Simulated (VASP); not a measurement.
Here is a VASP 6.6.1 calculation.

Contents of INCAR:

```
SYSTEM = Na
  PREC = Accurate
  ENCUT = 520
  EDIFF = 1E-7
  ISMEAR = 0
  SIGMA = 0.05
  LREAL = .FALSE.
  LASPH = .TRUE.
  NELM = 60
  ALGO = Normal
  ISIF = 2
  LWAVE = .FALSE.
  LCHARG = .TRUE.
  GGA = PS
  LELF = .TRUE.
  LVHAR = .TRUE.
  NBANDS = 10
```

KPOINTS

```
regular mesh
0
G
  12 12 12
  0 0 0
```

POSCAR

```
Na
1.0
    2.3242231506      0.0000000000      0.0000000000
    0.0000000000      2.3242231506      0.0000000000
    0.0000000000      0.0000000000      2.3242231506
Na
1
Direct
    0.0000000000      0.0000000000      0.0000000000
```

Potentials or basis: VASP PAW PBE potentials, release 64 (Na_pv).

The run is started by

```sh
$ cat potpaw_PBE.64/Na_pv/POTCAR > POTCAR
$ mpirun -np 1 vasp_std > vasp.out
```

Q: Estimate the band gap on the k mesh.

A: Zero (an odd number of electrons rules out a gap without spin polarisation).

Q: Estimate the pressure.

A: 60.3 GPa.

Caveat: the cell stands under pressure; the PAW data sets were made with another functional, which shifts forces and pressure a little.
